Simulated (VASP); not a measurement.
Write the native input for VASP 6.6.1 that does the following.

```
Task                   : single point
Functional             : PBE
Potentials or basis    : VASP PAW PBE potentials, release 64 (Ru_pv, Nb_sv, C)
Cutoff                 : 520 eV
k mesh                 : 7 × 7 × 7
Occupations            : fermi-dirac, width 0.05 eV
Spin                   : no spin polarisation
Dipole correction      : no
Further INCAR settings : ALGO = Normal; EDIFF = 1e-07; NBANDS = 38
```

The structure of NbRu3C lies in POSCAR:

```
NbRu3C
1.0
    4.0651380000      0.0000000000      0.0000000000
    0.0000000000      4.0651380000      0.0000000000
    0.0000000000      0.0000000000      4.0651380000
Ru Nb C
3 1 1
Direct
    0.5000000000      0.5000000000      0.0000000000
    0.5000000000      0.0000000000      0.5000000000
    0.0000000000      0.5000000000      0.5000000000
    0.0000000000      0.0000000000      0.0000000000
    0.5000000000      0.5000000000      0.5000000000
```

One way to write it, as run:

INCAR

```
  PREC = Accurate
  ENCUT = 520
  EDIFF = 1E-7
  ISMEAR = -1
  SIGMA = 0.05
  LREAL = False
  LASPH = True
  NELM = 60
  ALGO = Normal
  ISIF = 2
  LWAVE = False
  LCHARG = False
  GGA = PE
  NBANDS = 38
```

KPOINTS

```
Automatic mesh
0
Gamma
  7 7 7
```

Potentials or basis: VASP PAW PBE potentials, release 64 (Ru_pv, Nb_sv, C).

Command:

```console
$ cat potpaw_PBE.64/Ru_pv/POTCAR potpaw_PBE.64/Nb_sv/POTCAR potpaw_PBE.64/C/POTCAR > POTCAR
$ mpirun -np 1 vasp_std > vasp.out
```

It gave:

```
Pressure : -3.5 GPa
```

Run time: 57 s on 1 thread of Intel Xeon 6975P-C, on a shared host, peak memory 0.2 GiB.
